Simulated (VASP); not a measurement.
# Mo (P6/mmm) in VASP: a series of runs

Mo is run at these levels: PBEsol; tasks: single point.

Everything below comes from runs of VASP 6.6.1. Logs are shortened: lines on timing, memory, paths and dates and some standing lists are left out, and cuts for length are marked.

## Step 1: The cell of the first run

The structure is hexagonal, space group P6/mmm (No. 191). Conventional cell: a = 2.742 Å, b = 2.742 Å, c = 10.718 Å, α = 90.00°, β = 90.00°, γ = 120.00°. Within 3.3 Å of Mo (site symmetry 6mm) lie 8 Mo at 2.49 to 3.24 Å. Mo (site symmetry 6mm) has 8 Mo at 2.49 to 2.74 Å within 3.3 Å.

This isn't the form of Mo at room conditions, which is bcc.

## Step 2: Single point, PBEsol (the distance across one plane changed)

Contents of INCAR:

```
PREC = Accurate
ENCUT = 520
EDIFF = 1E-6
ISMEAR = 0
SIGMA = 0.15
LREAL = F
LASPH = T
NELM = 100
ALGO = Fast
ISIF = 2
LWAVE = F
LCHARG = F
GGA = PS
NBANDS = 36
```

Contents of KPOINTS:

```
regular mesh
0
Gamma
  25 25 6
```

Contents of POSCAR:

```
Mo
1.0
   -1.3711677094     -2.3749321384      0.0000000000
    1.3711677094     -2.3749321384      0.0000000000
    0.0000000000      0.0000000000     10.7182842839
Mo
4
Direct
    0.0000000000      0.0000000000      0.8137728500
    0.0000000000      0.0000000000      0.1162532643
    0.0000000000      0.0000000000      0.3487597928
    0.0000000000      0.0000000000      0.5812663214
```

Potentials or basis: VASP PAW PBE potentials, release 64 (Mo_sv).

Command:

```console
cat potpaw_PBE.64/Mo_sv/POTCAR > POTCAR
mpirun -np 1 vasp_std > vasp.out
```

OUTCAR:

```text
PREC = Accurate
   ENCUT = 520
   EDIFF = 1E-6
   ISMEAR = 0
   LREAL = F
   LASPH = T
   NELM = 100
   ISIF = 2
   GGA = PS

 ion  position               nearest neighbor table
   1  0.000  0.000  0.814-   4 2.49   2 3.24
   2  0.000  0.000  0.116-   3 2.49   1 3.24
   3  0.000  0.000  0.349-   2 2.49   4 2.49
   4  0.000  0.000  0.581-   1 2.49   3 2.49

  LATTYP: Found a hexagonal cell.
 ALAT       =     2.7423354188
 C/A-ratio  =     3.9084512457

  Lattice vectors:

 A1 = (  -1.3711677094,   2.3749321384,   0.0000000000)
 A2 = (  -1.3711677094,  -2.3749321384,   0.0000000000)
 A3 = (   0.0000000000,   0.0000000000,  10.7182842839)

Analysis of symmetry for initial positions (statically):
=====================================================================
 Subroutine PRICEL returns:
 Original cell was already a primitive cell.

 Routine SETGRP: Setting up the symmetry group for a
 hexagonal supercell.

 Subroutine GETGRP returns: Found 24 space group operations
 (whereof 12 operations were pure point group operations)
 out of a pool of 24 trial point group operations.

The static configuration has the point symmetry C_6v.
 The point group associated with its full space group is D_6h.

Analysis of symmetry for dynamics (positions and initial velocities):
=====================================================================
 Subroutine PRICEL returns:
 Original cell was already a primitive cell.

 Routine SETGRP: Setting up the symmetry group for a
 hexagonal supercell.

 Subroutine GETGRP returns: Found 24 space group operations
 (whereof 12 operations were pure point group operations)
 out of a pool of 24 trial point group operations.

The dynamic configuration has the point symmetry C_6v.
 The point group associated with its full space group is D_6h.

 Subroutine INISYM returns: Found 24 space group operations
 (whereof 12 operations are pure point group operations),
 and found     1 'primitive' translations

----------------------------------------------------------------------------------------

                                     Primitive cell

  volume of cell :      69.8067

  direct lattice vectors                    reciprocal lattice vectors
    -1.371167709 -2.374932138  0.000000000    -0.364652695 -0.210532331  0.000000000
     1.371167709 -2.374932138  0.000000000     0.364652695 -0.210532331  0.000000000
     0.000000000  0.000000000 10.718284284     0.000000000  0.000000000  0.093298514

  length of vectors
     2.742335419  2.742335419 10.718284284     0.421064663  0.421064663  0.093298514

  position of ions in fractional coordinates (direct lattice)
     0.000000000  0.000000000  0.813772850
     0.000000000  0.000000000  0.116253264
     0.000000000  0.000000000  0.348759793
     0.000000000  0.000000000  0.581266321

  ion indices of the primitive-cell ions
   primitive index   ion index
                 1           1
                 2           2
                 3           3
                 4           4

----------------------------------------------------------------------------------------

 KPOINTS: regular mesh

Automatic generation of k-mesh.
 Grid dimensions read from file:
 generate k-points for:   25   25    6

 Generating k-lattice:

  Cartesian coordinates                     Fractional coordinates (reciprocal lattice)
    -0.014586108 -0.008421293  0.000000000     0.040000000  0.000000000  0.000000000
     0.014586108 -0.008421293  0.000000000     0.000000000  0.040000000  0.000000000
     0.000000000  0.000000000  0.015549752     0.000000000  0.000000000  0.166666667

  Length of vectors
     0.016842587  0.016842587  0.015549752

  Shift w.r.t. Gamma in fractional coordinates (k-lattice)
     0.000000000  0.000000000  0.000000000

 Subroutine IBZKPT returns following result:
 ===========================================

 Found    260 irreducible k-points:

 Following reciprocal coordinates:
            Coordinates               Weight
  0.000000  0.000000  0.000000      1.000000
  0.040000  0.000000  0.000000      6.000000
  0.080000  0.000000  0.000000      6.000000
  0.120000  0.000000  0.000000      6.000000
  0.160000  0.000000  0.000000      6.000000
  0.200000  0.000000  0.000000      6.000000
[... 16 lines left out ...]
  0.440000  0.040000  0.000000     12.000000
  0.480000  0.040000  0.000000     12.000000
 [... further k-points ...]
   k-points           NKPTS =    260   k-points in BZ     NKDIM =    260   number of bands    NBANDS=     36
   number of dos      NEDOS =    301   number of ions     NIONS =      4
   total plane-waves  NPLWV =  32000
   dimension x,y,z NGX =    20 NGY =   20 NGZ =   80
   dimension x,y,z NGXF=    40 NGYF=   40 NGZF=  160
   ions per type =               4
   NGX,Y,Z   is equivalent  to a cutoff of  12.12, 12.12, 12.41 a.u.
   NGXF,Y,Z  is equivalent  to a cutoff of  24.25, 24.25, 24.82 a.u.
 SYSTEM =  unknown system
   PREC   = accura    normal or accurate (medium, high low for compatibility)
   ISTART =      0    job   : 0-new  1-cont  2-samecut
   ICHARG =      2    charge: 1-file 2-atom 10-const
   ISPIN  =      1    spin polarized calculation?
   LNONCOLLINEAR =      F non collinear calculations
   LSORBIT =      F    spin-orbit coupling
   LASPH  =      T    aspherical Exc in radial PAW
   ENCUT  =  520.0 eV  38.22 Ry    6.18 a.u.   5.10  5.10 19.93*2*pi/ulx,y,z
   NELM   =    100;   NELMIN=  2; NELMDL= -5     # of ELM steps
   EDIFF  = 0.1E-05   stopping-criterion for ELM
   LREAL  =      F    real-space projection
[... 7 lines left out ...]
   TEBEG  =    0.0;   TEEND  =   0.0 temperature during run
   PSTRESS=    0.0 pullay stress
   NELECT =      56.0000    total number of electrons
   NUPDOWN=      -1.0000    fix difference up-down
   EMIN   =  10.00;   EMAX   =-10.00  energy-range for DOS
   EFERMI =   0.00;   METHOD = LEGACY
   ISMEAR =     0;   SIGMA  =   0.15  broadening in eV -4-tet -1-fermi 0-gaus
   EFERMI_NEDOS =   21; number of points for ismear=-14 and -15
   IALGO  =     68    algorithm
   IMIX   =      4    mixing-type and parameters
     AMIX     =   0.40;   BMIX     =  1.00
     AMIX_MAG =   1.60;   BMIX_MAG =  1.00
  volume/ion in A,a.u.               =      17.45       117.77
  Fermi-wavevector in a.u.,A,eV,Ry     =   1.521149  2.874555 31.482453  2.313895
  Thomas-Fermi vector in A             =   2.629903
   LORBIT       =      0    0 simple, 1 ext, 2 COOP (PROOUT), +10 PAW based schemes
   GGA     = PS    functional components
   LHFCALC =     F    Hartree Fock is set to
   AEXX    =    0.0000 exact exchange contribution
   IVDW    =     0    specifies the selected vdW correction
   LEPSILON=     F    determine dielectric tensor
   LRPA    =     F    only Hartree local field effects (RPA)
 non-spin polarized calculation
 RMM-DIIS sequential band-by-band and
 Gauss-broadening in eV      SIGMA  =   0.15
  energy-cutoff  :      520.00
  volume of cell :       69.81
 maximum number of plane-waves:      1898
   NGX = 11   NGY = 11   NGZ = 39

 number of electron      56.0000016 magnetization

 Free energy of the ion-electron system (eV)
  ---------------------------------------------------
  ext. energy  EPLUGINS =         0.00000000
  ---------------------------------------------------
  free energy    TOTEN  =       -42.73133415 eV

  energy without entropy =      -42.68519944  energy(sigma->0) =      -42.70826680

 E-fermi :  10.6335     XC(G=0): -12.7693

 val. band max:       10.6327968656   @ k =   0.3200   0.0800   0.0000
 cond. band min:      10.6348125447   @ k =   0.2800   0.0800   0.0000
 fundamental gap:      0.0020156791
 Fermi energy:        10.6335128432

 k-point     1 :       0.0000    0.0000    0.0000
  band No.  band energies     occupation
      1     -50.3025      2.00000
      2     -50.2625      2.00000
      3     -50.1443      2.00000
      4     -50.0207      2.00000
      5     -25.2456      2.00000
      6     -24.7306      2.00000
[... 28 lines left out ...]
     35      12.4533      0.00000
     36      12.4534      0.00000

 k-point     2 :       0.0400    0.0000    0.0000
  band No.  band energies     occupation
      1     -50.2992      2.00000
      2     -50.2592      2.00000
      3     -50.1410      2.00000
      4     -50.0175      2.00000
      5     -25.2417      2.00000
      6     -24.7273      2.00000
[... 28 lines left out ...]
     35      12.3577      0.00000
     36      12.4355      0.00000

 k-point     3 :       0.0800    0.0000    0.0000
  band No.  band energies     occupation
      1     -50.2893      2.00000
      2     -50.2494      2.00000
      3     -50.1313      2.00000
      4     -50.0079      2.00000
      5     -25.2302      2.00000
      6     -24.7175      2.00000
[... 28 lines left out ...]
     35      12.3841      0.00000
     36      12.5663      0.00000

 k-point     4 :       0.1200    0.0000    0.0000
  band No.  band energies     occupation
      1     -50.2734      2.00000
      2     -50.2339      2.00000
      3     -50.1158      2.00000
      4     -49.9926      2.00000
      5     -25.2119      2.00000
      6     -24.7017      2.00000
[... 28 lines left out ...]
     35      12.3053      0.00000
     36      12.9411      0.00000

 k-point     5 :       0.1600    0.0000    0.0000
  band No.  band energies     occupation
      1     -50.2526      2.00000
      2     -50.2134      2.00000
      3     -50.0954      2.00000
      4     -49.9724      2.00000
      5     -25.1878      2.00000
      6     -24.6811      2.00000
[... 655 lines left out ...]
 k-point    22 :       0.4000    0.0400    0.0000
  band No.  band energies     occupation
      1     -50.1128      2.00000
      2     -50.0761      2.00000
      3     -49.9584      2.00000
      4     -49.8374      2.00000
      5     -25.0260      2.00000
      6     -24.7862      2.00000
[... 28 lines left out ...]
     35      14.0037      0.00000
     36      14.1063      0.00000

 k-point    23 :       0.4400    0.0400    0.0000
  band No.  band energies     occupation
      1     -50.0965      2.00000
      2     -50.0601      2.00000
      3     -49.9424      2.00000
      4     -49.8217      2.00000
      5     -25.0071      2.00000
      6     -24.8793      2.00000
[... 28 lines left out ...]
     35      14.3146      0.00000
     36      14.6573      0.00000

 k-point    24 :       0.4800    0.0400    0.0000
  band No.  band energies     occupation
      1     -50.0863      2.00000
      2     -50.0500      2.00000
      3     -49.9324      2.00000
      4     -49.8118      2.00000
      5     -24.9952      2.00000
      6     -24.9373      2.00000
[... 28 lines left out ...]
     35      14.8888      0.00000
     36      15.0339      0.00000

 [... further k-points ...]

------------------------ aborting loop because EDIFF is reached ----------------------------------------

  FORCE on cell =-STRESS in cart. coord.  units (eV):
  Direction    XX          YY          ZZ          XY          YZ          ZX
  --------------------------------------------------------------------------------------
  -------------------------------------------------------------------------------------
  Total       -1.2086275     -1.2086275     -5.1201696      0.0000000      0.0000000      0.0000000
  in kB      -27.7399713    -27.7399713   -117.5162389      0.0000000      0.0000000      0.0000000
  external PRESSURE =     -57.6653939 kB  Pullay stress =       0.0000000 kB

 VOLUME and BASIS-vectors are now :
 -----------------------------------------------------------------------------
  energy-cutoff  :      520.00
  volume of cell :       69.81
      direct lattice vectors                 reciprocal lattice vectors
    -1.371167709 -2.374932138  0.000000000    -0.364652695 -0.210532331  0.000000000
     1.371167709 -2.374932138  0.000000000     0.364652695 -0.210532331  0.000000000
     0.000000000  0.000000000 10.718284284     0.000000000  0.000000000  0.093298514

 POSITION                                       TOTAL-FORCE (eV/Angst)
 -----------------------------------------------------------------------------------
      0.00000      0.00000      8.72225         0.000000      0.000000      0.970864
      0.00000      0.00000      1.24604        -0.000000     -0.000000     -0.970864
      0.00000      0.00000      3.73811        -0.000000     -0.000000     -0.487039
      0.00000      0.00000      6.23018         0.000000      0.000000      0.487039
 -----------------------------------------------------------------------------------
    total drift:                                0.000000      0.000000      0.000007

  FREE ENERGIE OF THE ION-ELECTRON SYSTEM (eV)
  ---------------------------------------------------
  free  energy   TOTEN  =       -42.7313341512 eV

  energy  without entropy=      -42.6851994419  energy(sigma->0) =      -42.70826680
```

Run time: 5.1 min. Hardware: 1 thread of Intel Xeon 6975P-C (Granite Rapids), shared host; peak memory 0.52 GiB.

Results:

| Quantity | Value |
| --- | --- |
| Free energy | -42.7313 eV |
| Pressure | -5.8 GPa |
| Largest force | 0.971 eV/Å |
| Band gap on the k mesh | zero (bands 28 and 29 overlap by 1.46 eV) |

Forces on the atoms (eV/Å):
```
Mo   0.000  0.000  0.971
Mo   0.000  0.000 -0.971
Mo   0.000  0.000 -0.487
Mo   0.000  0.000  0.487
```

Levels at points of the mesh, in eV from the Fermi level:
| k point | band 26 | band 27 | band 28 | band 29 | band 30 | band 31 |
| --- | --- | --- | --- | --- | --- | --- |
| (0.00, 0.00, 0.00) | -0.60 | -0.60 | -0.35 | -0.35 | -0.08 | -0.08 |
| (0.00, 0.00, 0.50) | -0.65 | -0.65 | -0.36 | -0.29 | -0.29 | -0.10 |

Caveat: the cell differs from its parent crystal (the distance across one plane changed); the stress differs along the axes, from -12 to -3 GPa; the PAW data sets were made with another functional, which shifts forces and pressure a little.

## Step 3: Single point, PBEsol (the distance across one plane changed)

Contents of INCAR:

```
SYSTEM = Mo
  PREC = Accurate
  ENCUT = 520
  EDIFF = 1E-6
  ISMEAR = 0
  SIGMA = 0.15
  LREAL = .False.
  LASPH = .True.
  NELM = 80
  ALGO = Fast
  ISIF = 2
  LWAVE = .False.
  LCHARG = .True.
  GGA = PS
  LELF = .True.
  LVHAR = .True.
  NBANDS = 36
```

Contents of KPOINTS:

```
Automatic mesh
0
Gamma
  25 25 6
  0 0 0
```

Contents of POSCAR:

```
Mo
1.0
   -1.3711677094     -2.3749321384      0.0000000000
    1.3711677094     -2.3749321384      0.0000000000
    0.0000000000      0.0000000000     10.9682842839
Mo
4
Direct
    0.0000000000      0.0000000000      0.7952245331
    0.0000000000      0.0000000000      0.1136035047
    0.0000000000      0.0000000000      0.3408105142
    0.0000000000      0.0000000000      0.5680175236
```

Potentials or basis: VASP PAW PBE potentials, release 64 (Mo_sv).

Command:

```console
cat potpaw_PBE.64/Mo_sv/POTCAR > POTCAR
mpirun -np 1 vasp_std > vasp.out
```

Run time: 5.6 min. Hardware: 1 thread of Intel Xeon 6975P-C (Granite Rapids), shared host; peak memory 0.53 GiB.

It converged, with:

* Free energy: -42.4394 eV
* Pressure: -5.6 GPa
* Largest force: 0.766 eV/Å
* Band gap on the k mesh: zero (bands 28 and 29 overlap by 1.35 eV)

Forces in eV/Å, atoms in the order of the input:
```
Mo   0.000  0.000  0.766
Mo   0.000  0.000 -0.766
Mo   0.000  0.000 -0.557
Mo   0.000  0.000  0.557
```

Stress tensor (GPa, compression positive):
```
 -3.31   0.00   0.00
  0.00  -3.31   0.00
  0.00   0.00 -10.09
```

Levels at points of the mesh, in eV from the Fermi level:
```csv
k point,band 24,band 25,band 26,band 27,band 28,band 29,band 30,band 31,band 32,band 33
"(0.00, 0.00, 0.00)",-0.86,-0.86,-0.57,-0.57,-0.29,-0.29,-0.06,-0.06,0.02,0.87
"(0.00, 0.00, 0.50)",-0.86,-0.74,-0.60,-0.60,-0.37,-0.26,-0.26,-0.08,-0.08,0.90
```

Caveat: the cell differs from its parent crystal (the distance across one plane changed); the stress differs along the axes, from -10 to -3 GPa; the PAW data sets were made with another functional, which shifts forces and pressure a little.
